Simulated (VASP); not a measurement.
KI:

```
CELL_PARAMETERS angstrom
4.29109 0.00000 0.00000
0.00000 4.53396 0.00000
0.00000 0.00000 4.29109
ATOMIC_POSITIONS crystal
K 0.00000 0.00000 0.00000
I 0.50000 0.50000 0.50000
```

This cell differs from its parent crystal: uniaxial y strain +5.7%.

Base run:

```yaml
Program: VASP 6.6.1
Functional: PBE
Potentials_or_basis: VASP PAW PBE potentials, release 64 (K_sv, I)
Cutoff: 520 eV
k_mesh: 4 × 4 × 4
Occupations: gaussian, width 0.01 eV
Spin: no spin polarisation
```

Its results: band gap on the k mesh 3.06 eV (least direct gap 3.37 eV); pressure -0.1 GPa.

**Question.** The run is repeated on the same cell with these changes: functional from PBE to HSE06; further incar settings from ALGO = Normal; EDIFF = 1e-07; NBANDS = 15 to ALGO = Normal; EDIFF = 1e-06; NBANDS = 15. What comes out?

**Answer.** Band gap on the k mesh 4.01 eV (least direct gap 4.35 eV); pressure -0.4 GPa.

Caveats: spin-orbit coupling is left out, which moves the levels of the heavy elements; the PAW data sets were made with another functional, which shifts forces and pressure a little (at least some runs).

A k mesh can miss the band edges.
